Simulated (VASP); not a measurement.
# Sb (R-3m) in VASP: notebook

The runs below take Sb through vibrations by perturbation theory, elastic constants, with PBEsol.

All numbers are computed with VASP 6.6.1; they aren't measurements. Logs are shortened: lines on timing, memory, paths and dates and some standing lists are left out, and cuts for length are marked.

**1. The cell of the first run**

Symmetry: R-3m, No. 166, trigonal system. The conventional cell has a = 4.308 Å, b = 4.308 Å, c = 11.274 Å, α = 90.00°, β = 90.00°, γ = 120.00°. Sb (site symmetry 3m) has 6 Sb at 2.91 to 3.35 Å within 3.8 Å.

**2. Vibrations by perturbation theory, PBEsol**

Contents of INCAR:

```
SYSTEM = Sb
PREC = Accurate ; ENCUT = 520
EDIFF = 1E-8 ; ISMEAR = -1
SIGMA = 0.05 ; LREAL = .False.
LASPH = .True. ; NELM = 100
ALGO = Normal ; ISIF = 2
LWAVE = .False. ; LCHARG = .False.
GGA = PS ; NBANDS = 12
IBRION = 8 ; NSW = 1
```

Contents of KPOINTS:

```
regular mesh
0
Gamma
  8 8 8
  0 0 0
```

Contents of POSCAR:

```
Sb
1.0
    2.1542000000      1.2437279499      3.7580000000
   -2.1542000000      1.2437279499      3.7580000000
    0.0000000000     -2.4874558998      3.7580000000
Sb
2
Direct
    0.7665100000      0.7665100000      0.7665100000
    0.2334900000      0.2334900000      0.2334900000
```

Potentials or basis: VASP PAW PBE potentials, release 64 (Sb).

On the command line:

```console
$ cat potpaw_PBE.64/Sb/POTCAR > POTCAR
$ mpirun -np 1 vasp_std > vasp.out
```

OUTCAR:

```text
SYSTEM = Sb
   PREC = Accurate
   ENCUT = 520
   EDIFF = 1E-8
   ISMEAR = -1
   LREAL = .False.
   LASPH = .True.
   NELM = 100
   ISIF = 2
   GGA = PS
   IBRION = 8
   NSW = 1

 ion  position               nearest neighbor table
   1  0.767  0.767  0.767-   2 2.91   2 2.91   2 2.91   2 3.35   2 3.35   2 3.35
   2  0.233  0.233  0.233-   1 2.91   1 2.91   1 2.91   1 3.35   1 3.35   1 3.35

  LATTYP: Found a trigonal (rhomboedric) cell.
 ALAT       =     4.5066618304
 COS(alpha) =     0.5430253624

  Lattice vectors:

 A1 = (   2.1542000000,   1.2437279499,   3.7580000000)
 A2 = (  -2.1542000000,   1.2437279499,   3.7580000000)
 A3 = (   0.0000000000,  -2.4874558998,   3.7580000000)

Analysis of symmetry for initial positions (statically):
=====================================================================
 Subroutine PRICEL returns:
 Original cell was already a primitive cell.

 Routine SETGRP: Setting up the symmetry group for a
 trigonal (rhombohedral) supercell.

 Subroutine GETGRP returns: Found 12 space group operations
 (whereof 12 operations were pure point group operations)
 out of a pool of 12 trial point group operations.

The static configuration has the point symmetry D_3d.

Analysis of symmetry for dynamics (positions and initial velocities):
=====================================================================
 Subroutine PRICEL returns:
 Original cell was already a primitive cell.

 Routine SETGRP: Setting up the symmetry group for a
 trigonal (rhombohedral) supercell.

 Subroutine GETGRP returns: Found 12 space group operations
 (whereof 12 operations were pure point group operations)
 out of a pool of 12 trial point group operations.

The dynamic configuration has the point symmetry D_3d.

 Subroutine INISYM returns: Found 12 space group operations
 (whereof 12 operations are pure point group operations),
 and found     1 'primitive' translations

----------------------------------------------------------------------------------------
[... 521 lines left out ...]

 VOLUME and BASIS-vectors are now :
 -----------------------------------------------------------------------------
  energy-cutoff  :      520.00
  volume of cell :       60.41
      direct lattice vectors                 reciprocal lattice vectors
     2.154200000  1.243727950  3.758000000     0.232104726  0.134005726  0.088699663
    -2.154200000  1.243727950  3.758000000    -0.232104726  0.134005726  0.088699663
     0.000000000 -2.487455900  3.758000000     0.000000000 -0.268011452  0.088699663

 POSITION                                       TOTAL-FORCE (eV/Angst)
 -----------------------------------------------------------------------------------
      0.00000      0.00000      8.64163         0.000000      0.000000     -0.157285
      0.00000      0.00000      2.63237         0.000000     -0.000000      0.157285
 -----------------------------------------------------------------------------------
    total drift:                                0.000000     -0.000000     -0.000000

  FREE ENERGIE OF THE ION-ELECTRON SYSTEM (eV)
  ---------------------------------------------------
  free  energy   TOTEN  =        -9.1190901435 eV

  energy  without entropy=       -9.1163538985  energy(sigma->0) =       -9.11772202

[... ionic steps 2 to 3 ...]

--------------------------------------- Ionic step        4  -------------------------------------------

------------------------ aborting loop because EDIFF is reached ----------------------------------------

[... ionic steps 5 to 5 ...]

--------------------------------------- Ionic step        6  -------------------------------------------

 Free energy of the ion-electron system (eV)
  ---------------------------------------------------
  ---------------------------------------------------
  free energy    TOTEN  =        -0.02493268 eV

  energy without entropy =       -0.02494161

------------------------ aborting loop because EDIFF is reached ----------------------------------------

 INTERNAL STRAIN TENSOR  FOR ION    1  DIRECTION 3   (eV/Angst):
 -----------------------------------------------------------------------------
     5.11647  0.00000  0.00000
    -0.00000  5.11647  0.00000
     0.00000 -0.00000  6.03495

 INTERNAL STRAIN TENSOR FOR ION    2 for displacements in x,y,z  (eV/Angst):
          X           Y           Z          XY          YZ          ZX
  --------------------------------------------------------------------------------
  x     0.00000    -0.00000     0.00000     1.78903     0.00000    -4.32656
  y     1.78903    -1.78903    -0.00000     0.00000    -4.45741     0.00000
  z    -5.11647    -5.11647    -6.03495     0.00000    -0.00000     0.00000

 SECOND DERIVATIVES (NOT SYMMETRIZED)
 ------------------------------------
               1X          1Y          1Z          2X          2Y          2Z
  1X    -2.520644   -0.000000    0.000000    2.520644    0.000000   -0.000000
  1Y     0.000000   -2.520644    0.000000    0.000000    2.520644    0.000000
  1Z     0.000000   -0.000000   -4.997103    0.000000    0.000000    4.997103
  2X     2.520644    0.000000   -0.000000   -2.520644   -0.000000    0.000000
  2Y     0.000000    2.520644    0.000000    0.000000   -2.520644    0.000000
  2Z     0.000000    0.000000    4.997103    0.000000   -0.000000   -4.997103

 Eigenvectors and eigenvalues of the dynamical matrix
 ----------------------------------------------------

   1 f  =    4.479096 THz    28.142991 2PiTHz  149.406567 cm-1    18.524045 meV
             X         Y         Z           dx          dy          dz
      0.000000  0.000000  8.641634    -0.000000    0.000000    0.707107
      0.000000  0.000000  2.632366     0.000000    0.000000   -0.707107
[... 21 lines left out ...]
   6 f  =    0.000000 THz     0.000000 2PiTHz    0.000000 cm-1     0.000000 meV
             X         Y         Z           dx          dy          dz
      0.000000  0.000000  8.641634    -0.000000    0.000000    0.707107
      0.000000  0.000000  2.632366     0.000000    0.000000    0.707107

--------------------------------------------------------------------------------------------------------

 ELASTIC MODULI CONTR FROM IONIC RELAXATION (kBar)
 Direction    XX          YY          ZZ          XY          YZ          ZX
 --------------------------------------------------------------------------------
 XX        -172.6110   -105.2599   -163.8766     -0.0000     83.9035     -0.0000
 YY        -105.2599   -172.6110   -163.8766      0.0000    -83.9035     -0.0000
 ZZ        -163.8766   -163.8766   -193.2951     -0.0000     -0.0000      0.0000
 XY          -0.0000      0.0000     -0.0000    -33.6755      0.0000     81.4404
 YZ          83.9035    -83.9035     -0.0000      0.0000   -209.0476      0.0000
 ZX          -0.0000     -0.0000      0.0000     81.4404      0.0000   -196.9541
 --------------------------------------------------------------------------------
```

stdout:

```text
POSCAR found type information on POSCAR Sb
 POSCAR found :  1 types and       2 ions
 scaLAPACK will be used
 -----------------------------------------------------------------------------
|                                                                             |
|                                                                             |
|     You enforced a specific xc type in the INCAR file but a different       |
|     I HOPE YOU KNOW WHAT YOU ARE DOING!                                     |
|                                                                             |
 -----------------------------------------------------------------------------

 LDA part: xc-table for (Slater+PW92), standard interpolation
 POSCAR, INCAR and KPOINTS ok, starting setup
 FFT: planning ... GRIDC
 FFT: planning ... GRID_SOFT
 FFT: planning ... GRID
 WAVECAR not read
 entering main loop
 Linear response reoptimize wavefunctions to high precision
 Linear response DOF=           2
 Linear response progress:
 first order change of Fermi-energy  -0.29293E-04
 force on displaced ion       1 direction 1 :  -2.521  -0.000  -0.000
 Linear response progress:
 first order change of Fermi-energy   0.17875E+00
 force on displaced ion       1 direction 3 :   0.000   0.000  -4.997
 Linear response finished
```

Run time: 4 min. Hardware: 1 thread of Intel Xeon Platinum 8259CL at 2.50GHz (Skylake/Cascade Lake), shared host; peak memory 0.51 GiB.

What came out:

```
Highest phonon frequency at Γ : 149 cm⁻¹
```

Phonon frequencies in cm⁻¹ (negative: imaginary):
```
              q point        frequencies
(0.000, 0.000, 0.000)  0 0 0 106 106 149
```

Caveat: the PAW data sets were made with another functional, which shifts forces and pressure a little; spin-orbit coupling is left out, which moves the levels of the heavy elements.

**3. Elastic constants, PBEsol**

Contents of INCAR:

```
  PREC = Accurate
  ENCUT = 600
  EDIFF = 1E-8
  ISMEAR = -1
  SIGMA = 0.05
  LREAL = F
  LASPH = T
  NELM = 100
  ALGO = Normal
  ISIF = 3
  LWAVE = F
  LCHARG = T
  GGA = PS
  IBRION = 6
  NFREE = 2
  POTIM = 0.015
  NSW = 1
```

Contents of KPOINTS:

```
Automatic mesh
0
Gamma
  6 6 6
```

POSCAR is that of step 2.

Potentials or basis: VASP PAW PBE potentials, release 64 (Sb).

On the command line:

```console
$ cat potpaw_PBE.64/Sb/POTCAR > POTCAR
$ mpirun -np 1 vasp_std > vasp.out
```

Run time: 3.1 min. Hardware: 1 thread of Intel Xeon 6975P-C (Granite Rapids), shared host; peak memory 0.31 GiB.

Results (log left out):

```
Voigt bulk modulus            : 43 GPa
Highest phonon frequency at Γ : 151 cm⁻¹
```

Phonon frequencies in cm⁻¹ (negative: imaginary):
```tsv
q point	frequencies
(0.000, 0.000, 0.000)	0 0 0 109 109 151
```

Elastic tensor in Voigt notation (GPa, in the Cartesian axes of the cell as first typed):
```
 93  20  28 -22   0   0
 20  93  28  22   0   0
 28  28  51   0   0   0
-22  22   0  35   0   0
  0   0   0   0  35 -22
  0   0   0   0 -22  36
```

Clamped-ion elastic tensor (GPa):
```
110  31  44 -30   0   0
 31 110  44  30   0   0
 44  44  69   0   0   0
-30  30   0  53   0   0
  0   0   0   0  53 -30
  0   0   0   0 -30  40
```

Caveat: the PAW data sets were made with another functional, which shifts forces and pressure a little; spin-orbit coupling is left out, which moves the levels of the heavy elements.
